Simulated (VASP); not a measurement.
# HfSi4 (P4/mmm) in VASP: notebook, part 3 of 3

VASP 6.6.1.

### 4 Relaxation of cell and atoms, PBE

Input file INCAR:

```
PREC = Accurate ; ENCUT = 600
EDIFF = 1E-7 ; ISMEAR = 0
SIGMA = 0.1 ; LREAL = F
LASPH = T ; NELM = 60
ALGO = Normal ; ISIF = 3
LWAVE = F ; LCHARG = F
GGA = PE ; IBRION = 2
NSW = 100 ; EDIFFG = -0.01
```

Input file KPOINTS:

```
Automatic mesh
0
Gamma
  8 8 10
```

Input file POSCAR:

```
HfSi4
1.0
    5.7669985768      0.0000000000      0.0000000000
    0.0000000000      5.7669985768      0.0000000000
    0.0000000000      0.0000000000      4.3259376760
Hf Si
1 4
Direct
    0.5000000000      0.5000000000      0.5000000000
    0.7929021478      0.5000000000      0.0000000000
    0.2070978522      0.5000000000      0.0000000000
    0.5000000000      0.7929021478      0.0000000000
    0.5000000000      0.2070978522      0.0000000000
```

Potentials or basis: VASP PAW PBE potentials, release 64 (Hf_pv, Si).

On the command line:

```console
$ cat potpaw_PBE.64/Hf_pv/POTCAR potpaw_PBE.64/Si/POTCAR > POTCAR
$ mpirun -np 1 vasp_std > vasp.out
```

OUTCAR:

```text
PREC = Accurate
   ENCUT = 600
   EDIFF = 1E-7
   ISMEAR = 0
   LREAL = F
   LASPH = T
   NELM = 60
   ISIF = 3
   GGA = PE
   IBRION = 2
   NSW = 100
   EDIFFG = -0.01

 ion  position               nearest neighbor table
   1  0.500  0.500  0.500-   2 2.74   3 2.74   4 2.74   5 2.74   2 2.74   3 2.74   4 2.74   5 2.74

   2  0.793  0.500  0.000-   3 2.39   4 2.39   5 2.39   1 2.74   1 2.74
   3  0.207  0.500  0.000-   2 2.39   4 2.39   5 2.39   1 2.74   1 2.74
   4  0.500  0.793  0.000-   5 2.39   3 2.39   2 2.39   1 2.74   1 2.74
   5  0.500  0.207  0.000-   4 2.39   3 2.39   2 2.39   1 2.74   1 2.74

  LATTYP: Found a simple tetragonal cell.
 ALAT       =     5.7669985768
 C/A-ratio  =     0.7501194284

  Lattice vectors:

 A1 = (   5.7669985768,   0.0000000000,   0.0000000000)
 A2 = (   0.0000000000,   5.7669985768,   0.0000000000)
 A3 = (   0.0000000000,   0.0000000000,   4.3259376760)

Analysis of symmetry for initial positions (statically):
=====================================================================
 Subroutine PRICEL returns:
 Original cell was already a primitive cell.

 Routine SETGRP: Setting up the symmetry group for a
 simple tetragonal supercell.

 Subroutine GETGRP returns: Found 16 space group operations
 (whereof 16 operations were pure point group operations)
 out of a pool of 16 trial point group operations.

The static configuration has the point symmetry D_4h.

Analysis of symmetry for dynamics (positions and initial velocities):
=====================================================================
 Subroutine PRICEL returns:
 Original cell was already a primitive cell.

 Routine SETGRP: Setting up the symmetry group for a
 simple tetragonal supercell.

 Subroutine GETGRP returns: Found 16 space group operations
 (whereof 16 operations were pure point group operations)
 out of a pool of 16 trial point group operations.

The dynamic configuration has the point symmetry D_4h.

 Subroutine INISYM returns: Found 16 space group operations
 (whereof 16 operations are pure point group operations),
 and found     1 'primitive' translations

----------------------------------------------------------------------------------------

                                     Primitive cell

  volume of cell :     143.8732

  direct lattice vectors                    reciprocal lattice vectors
     5.766998577  0.000000000  0.000000000     0.173400424  0.000000000  0.000000000
     0.000000000  5.766998577  0.000000000     0.000000000  0.173400424  0.000000000
     0.000000000  0.000000000  4.325937676     0.000000000  0.000000000  0.231163756

  length of vectors
     5.766998577  5.766998577  4.325937676     0.173400424  0.173400424  0.231163756

  position of ions in fractional coordinates (direct lattice)
     0.500000000  0.500000000  0.500000000
     0.792902148  0.500000000  0.000000000
     0.207097852  0.500000000  0.000000000
     0.500000000  0.792902148  0.000000000
     0.500000000  0.207097852  0.000000000

  ion indices of the primitive-cell ions
   primitive index   ion index
                 1           1
                 2           2
                 3           3
                 4           4
                 5           5
[... 31 lines left out ...]
  0.250000  0.000000  0.000000      4.000000
  0.375000  0.000000  0.000000      4.000000
  0.500000  0.000000  0.000000      2.000000
  0.125000  0.125000  0.000000      4.000000
[... 16 lines left out ...]
  0.375000  0.125000  0.100000     16.000000
  0.500000  0.125000  0.100000      8.000000
 [... further k-points ...]
   k-points           NKPTS =     90   k-points in BZ     NKDIM =     90   number of bands    NBANDS=     17
   number of dos      NEDOS =    301   number of ions     NIONS =      5
   total plane-waves  NPLWV =  82944
   dimension x,y,z NGX =    48 NGY =   48 NGZ =   36
   dimension x,y,z NGXF=    96 NGYF=   96 NGZF=   72
   ions per type =               1   4
   NGX,Y,Z   is equivalent  to a cutoff of  13.84, 13.84, 13.83 a.u.
   NGXF,Y,Z  is equivalent  to a cutoff of  27.67, 27.67, 27.67 a.u.
 SYSTEM =  unknown system
   PREC   = accura    normal or accurate (medium, high low for compatibility)
   ISTART =      0    job   : 0-new  1-cont  2-samecut
   ICHARG =      2    charge: 1-file 2-atom 10-const
   ISPIN  =      1    spin polarized calculation?
   LNONCOLLINEAR =      F non collinear calculations
   LSORBIT =      F    spin-orbit coupling
   LASPH  =      T    aspherical Exc in radial PAW
   ENCUT  =  600.0 eV  44.10 Ry    6.64 a.u.  11.52 11.52  8.64*2*pi/ulx,y,z
   NELM   =     60;   NELMIN=  2; NELMDL= -5     # of ELM steps
   EDIFF  = 0.1E-06   stopping-criterion for ELM
   LREAL  =      F    real-space projection
   EDIFFG = -.1E-01   stopping-criterion for IOM
   NSW    =    100    number of steps for IOM
   IBRION =      2    ionic relax: 0-MD 1-quasi-New 2-CG
   NFREE  =      1    steps in history (QN), initial steepest desc. (CG)
   ISIF   =      3    stress and relaxation
   ISYM   =      2    0-nonsym 1-usesym 2-fastsym
   POTIM  = 0.5000    time-step for ionic-motion
   TEBEG  =    0.0;   TEEND  =   0.0 temperature during run
   PSTRESS=    0.0 pullay stress
   NELECT =      26.0000    total number of electrons
   NUPDOWN=      -1.0000    fix difference up-down
   EMIN   =  10.00;   EMAX   =-10.00  energy-range for DOS
   EFERMI =   0.00;   METHOD = LEGACY
   ISMEAR =     0;   SIGMA  =   0.10  broadening in eV -4-tet -1-fermi 0-gaus
   EFERMI_NEDOS =   21; number of points for ismear=-14 and -15
   IALGO  =     38    algorithm
   IMIX   =      4    mixing-type and parameters
     AMIX     =   0.40;   BMIX     =  1.00
     AMIX_MAG =   1.60;   BMIX_MAG =  1.00
  volume/ion in A,a.u.               =      28.77       194.18
  Fermi-wavevector in a.u.,A,eV,Ry     =   0.925563  1.749060 11.655659  0.856667
  Thomas-Fermi vector in A             =   2.051431
   LORBIT       =      0    0 simple, 1 ext, 2 COOP (PROOUT), +10 PAW based schemes
   GGA     = PE    functional components
   LHFCALC =     F    Hartree Fock is set to
   AEXX    =    0.0000 exact exchange contribution
   IVDW    =     0    specifies the selected vdW correction
   LEPSILON=     F    determine dielectric tensor
   LRPA    =     F    only Hartree local field effects (RPA)
 conjugate gradient relaxation of ions
 non-spin polarized calculation
 Gauss-broadening in eV      SIGMA  =   0.10
  energy-cutoff  :      600.00
  volume of cell :      143.87
 maximum number of plane-waves:      4869
 NGX is ok and might be reduce to    48
   NGX = 23   NGY = 23   NGZ = 17

--------------------------------------- Ionic step        1  -------------------------------------------

 number of electron      25.9999999 magnetization

 Free energy of the ion-electron system (eV)
  ---------------------------------------------------
  ext. energy  EPLUGINS =         0.00000000
  ---------------------------------------------------
  free energy    TOTEN  =       -29.67661401 eV

  energy without entropy =      -29.66803788  energy(sigma->0) =      -29.67232595

------------------------ aborting loop because EDIFF is reached ----------------------------------------

  FORCE on cell =-STRESS in cart. coord.  units (eV):
  Direction    XX          YY          ZZ          XY          YZ          ZX
  --------------------------------------------------------------------------------------
  -------------------------------------------------------------------------------------
  Total        0.6721086      0.6721086     -0.3643864      0.0000000      0.0000000      0.0000000
  in kB        7.4846253      7.4846253     -4.0578206      0.0000000      0.0000000      0.0000000
  external PRESSURE =       3.6371433 kB  Pullay stress =       0.0000000 kB
[... 143 lines left out ...]
--------------------------------------- Ionic step        5  -------------------------------------------

 number of electron      26.0000000 magnetization

 Free energy of the ion-electron system (eV)
  ---------------------------------------------------
  ext. energy  EPLUGINS =         0.00000000
  ---------------------------------------------------
  free energy    TOTEN  =       -29.68224753 eV

  energy without entropy =      -29.67353849  energy(sigma->0) =      -29.67789301

 E-fermi :   2.8257     XC(G=0):  -7.8739

 val. band max:        2.8130747664   @ k =   0.5000   0.1250   0.5000
 cond. band min:       2.8315802357   @ k =   0.2500   0.2500   0.5000
 fundamental gap:      0.0185054694
 Fermi energy:         2.8257007904

 k-point     1 :       0.0000    0.0000    0.0000
  band No.  band energies     occupation
      1     -27.9191      2.00000
      2     -27.9191      2.00000
      3     -27.8964      2.00000
      4      -8.6058      2.00000
      5      -4.3204      2.00000
      6      -3.7985      2.00000
[... 457 lines left out ...]
      4      -8.1661      2.00000
      5      -5.9544      2.00000
      6      -4.4666      2.00000
[... 9 lines left out ...]
     16       5.2883      0.00000
     17       5.4148      0.00000

 [... further k-points ...]
[... 5 lines left out ...]
  --------------------------------------------------------------------------------------
  -------------------------------------------------------------------------------------
  Total       -0.0027497     -0.0027497     -0.0159219      0.0000000      0.0000000      0.0000000
  in kB       -0.0303745     -0.0303745     -0.1758799      0.0000000      0.0000000      0.0000000
  external PRESSURE =      -0.0788763 kB  Pullay stress =       0.0000000 kB
[... 20 lines left out ...]
  FREE ENERGIE OF THE ION-ELECTRON SYSTEM (eV)
  ---------------------------------------------------
  free  energy   TOTEN  =       -29.6822475297 eV

  energy  without entropy=      -29.6735384924  energy(sigma->0) =      -29.67789301

 reached required accuracy - stopping structural energy minimisation
```

OSZICAR:

```text
N       E                     dE             d eps       ncg     rms          rms(c)
DAV:   1     0.843296100650E+02    0.84330E+02   -0.12647E+04  3340   0.141E+03
[... 49 lines left out ...]
DAV:   1    -0.296824502394E+02   -0.36274E-03   -0.93939E-03  3063   0.628E-01    0.378E-01
DAV:   2    -0.296823115760E+02    0.13866E-03   -0.58602E-04  3830   0.146E-01    0.813E-02
DAV:   3    -0.296822606772E+02    0.50899E-04   -0.67966E-05  3755   0.489E-02    0.246E-02
DAV:   4    -0.296822490275E+02    0.11650E-04   -0.26358E-05  3656   0.324E-02    0.120E-02
DAV:   5    -0.296822483644E+02    0.66314E-06   -0.14547E-06  4434   0.720E-03    0.126E-02
DAV:   6    -0.296822476448E+02    0.71955E-06   -0.27561E-07  3088   0.272E-03    0.107E-03
DAV:   7    -0.296822475168E+02    0.12807E-06   -0.11340E-07  1827   0.154E-03    0.462E-04
DAV:   8    -0.296822475297E+02   -0.12889E-07   -0.38717E-08  1578   0.116E-03
   5 F= -.29682248E+02 E0= -.29677893E+02  d E =-.336710E-03
```

CONTCAR:

```text
HfSi4
   1.00000000000000
     5.8066846138235997    0.0000000000000000    0.0000000000000000
     0.0000000000000000    5.8066846138235997    0.0000000000000000
     0.0000000000000000    0.0000000000000000    4.3016279908475221
  Hf              Si
     1     4
Direct
     0.5000000000000000    0.5000000000000000    0.5000000000000000
     0.7925859102487502    0.5000000000000000    0.0000000000000000
     0.2074140897512498    0.5000000000000000    0.0000000000000000
     0.5000000000000000    0.7925859102487502    0.0000000000000000
     0.5000000000000000    0.2074140897512498    0.0000000000000000

  0.00000000E+00  0.00000000E+00  0.00000000E+00
  0.00000000E+00  0.00000000E+00  0.00000000E+00
  0.00000000E+00  0.00000000E+00  0.00000000E+00
  0.00000000E+00  0.00000000E+00  0.00000000E+00
  0.00000000E+00  0.00000000E+00  0.00000000E+00
```

It took 21 min on 1 thread of Intel Xeon 8259CL, shared host; peak memory 0.48 GiB.

Results:

| Item | Value |
| --- | --- |
| Free energy | -29.6822 eV |
| Relaxed volume | 29.01 Å³/atom |
| Relaxed cell | a = 5.807 Å, b = 5.807 Å, c = 4.302 Å, α = 90.00°, β = 90.00°, γ = 90.00° |
| Space group after relaxing (to 0.1 Å) | P4/mmm (No. 123) |
| Energy gained by relaxing | 1.1 meV/atom |
| Ionic steps | 5 |
| Pressure after relaxing | 0.0 GPa |
| Largest force after relaxing | 0.010 eV/Å |
| Band gap on the k mesh | zero (bands 13 and 14 overlap by 1.34 eV) |

Forces in eV/Å, atoms in the order of the input:
```
Hf   0.000  0.000  0.000
Si   0.010  0.000  0.000
Si  -0.010  0.000  0.000
Si   0.000  0.010  0.000
Si   0.000 -0.010  0.000
```

Step by step:
```tsv
step	energy change (eV)	largest force (eV/Å)	pressure (GPa)	volume (Å³)
1	0.0000	0.0157	0.36	143.87
2	-0.0053	0.0322	-0.13	145.23
3	-0.0053	0.0333	-0.16	145.33
4	-0.0055	0.0394	0.10	144.85
5	-0.0056	0.0099	-0.01	145.04
```

Final structure:
```
CELL_PARAMETERS angstrom
5.80668 0.00000 0.00000
0.00000 5.80668 0.00000
0.00000 0.00000 4.30163
ATOMIC_POSITIONS crystal
Hf 0.50000 0.50000 0.50000
Si 0.79259 0.50000 0.00000
Si 0.20741 0.50000 0.00000
Si 0.50000 0.79259 0.00000
Si 0.50000 0.20741 0.00000
```

Levels at points of the mesh, in eV from the Fermi level:
```csv
k point,band 11,band 12,band 13,band 14,band 15,band 16
"(0.00, 0.00, 0.00)",-1.49,-1.49,0.27,0.90,0.90,1.03
"(0.50, 0.00, 0.00)",-1.57,-1.47,-1.37,0.62,0.89,2.78
"(0.50, 0.50, 0.00)",-2.05,-2.04,-1.20,-0.77,2.62,2.82
"(0.00, 0.00, 0.50)",-1.56,-0.18,-0.18,0.69,0.90,0.90
"(0.50, 0.00, 0.50)",-2.14,-0.81,-0.07,0.25,0.59,0.95
"(0.50, 0.50, 0.50)",-2.05,-2.05,-0.66,0.10,0.59,1.07
```

Caveat: spin-orbit coupling is left out, which moves the levels of the heavy elements.

### 5 Summary

| task | cell | k mesh | cutoff (eV) | gap on the mesh (eV) | pressure (GPa) | largest force (eV/Å) |
| --- | --- | --- | --- | --- | --- | --- |
| single point | a = 5.767, b = 5.767, c = 4.326 Å, 5 atoms, atomic positions A | 4 × 4 × 4 | 520 | none | 0.2 | 0.01 |
| single point | a = 5.810, b = 5.810, c = 4.299 Å, 5 atoms, atomic positions B | 8 × 8 × 10 | 520 | none | 0.0 | 0.01 |
| relaxation of cell and atoms | relaxed from a = 5.767, b = 5.767, c = 4.326 Å, 5 atoms, atomic positions A | 8 × 8 × 10 | 600 | none | 0.0 | 0.01 |

Alike in all rows: level PBE; potentials or basis VASP PAW PBE potentials, release 64 (Hf_pv, Si); no spin polarisation; smearing gaussian 0.1 eV.

Caveats: some runs use coarse meshes; spin-orbit coupling is left out, which moves the levels of the heavy elements.

Total energies depend on the potentials used, so only differences within one code and one set of settings carry meaning.

The gap in the log of VASP goes by the Fermi energy; the results here count the filled bands.